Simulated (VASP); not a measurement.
Crystal: Ba2ZrO3.

```
Ba Zr O
1.0
     5.59298    0.00000    0.00000
    -2.79649    4.84366    0.00000
     0.00000    0.00000    4.59350
Ba Zr O
2 1 3
Direct
  0.66667 0.33333 0.00000
  0.33333 0.66667 0.00000
  0.00000 0.00000 0.00000
  0.00000 0.50000 0.50000
  0.50000 0.50000 0.50000
  0.50000 0.00000 0.50000
```

The cell was built from a structure type or drawn by symmetry, and may not be a known phase.

Base run:

```yaml
Program: VASP 6.6.1
Functional: PBE
Potentials_or_basis: VASP PAW PBE potentials, release 64 (Ba_sv, Zr_sv, O)
Cutoff: 520 eV
k_mesh: 6 × 6 × 4
Occupations: gaussian, width 0.1 eV
Spin: collinear spin
Starting_moments: "[0.0, 0.0, 1.0, 0.0, 0.0, 0.0] μB"
```

Its results: pressure 1.9 GPa.

Problem. The run is repeated on the same cell with these changes: spin from collinear spin to no spin polarisation; further incar settings from ALGO = Normal; EDIFF = 1e-06; NBANDS = 38 to ALGO = Normal; EDIFF = 1e-06; NBANDS = 34. What comes out?

Solution. Pressure 0.8 GPa.
